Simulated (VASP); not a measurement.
Runs of VASP 6.6.1 on HfB. The structure is that of space group Fm-3m (No. 225), or close to it. The cells are those of the table. 

| cell | gap on the mesh (eV) | pressure (GPa) |
| --- | --- | --- |
| a = 3.177 Å, angles 60.0°, 2 atoms | none | 58.1 |
| a = 3.324 Å, angles 60.0°, 2 atoms | none | (a) |
| a = 3.208 Å, angles 60.0°, 2 atoms | none | (b) |
| a = 3.267 Å, angles 60.0°, 2 atoms | none | 30.8 |
| a = 3.352 Å, angles 60.0°, 2 atoms | none | 11.5 |

Alike in all rows: task single point; level PBE; potentials or basis VASP PAW PBE potentials, release 64 (Hf_pv, B); no spin polarisation; k mesh 9 × 9 × 9; cutoff (eV) 520; smearing methfessel-paxton 0.1 eV.

Question: Estimate the missing entries.

Answer: (a) 17.2; (b) 47.9.

Caveats: spin-orbit coupling is left out, which moves the levels of the heavy elements.

A k mesh can miss the band edges, and the runs leave out spin-orbit coupling on Hf.

A gap of «none» marks levels without a gap at the run's occupations.
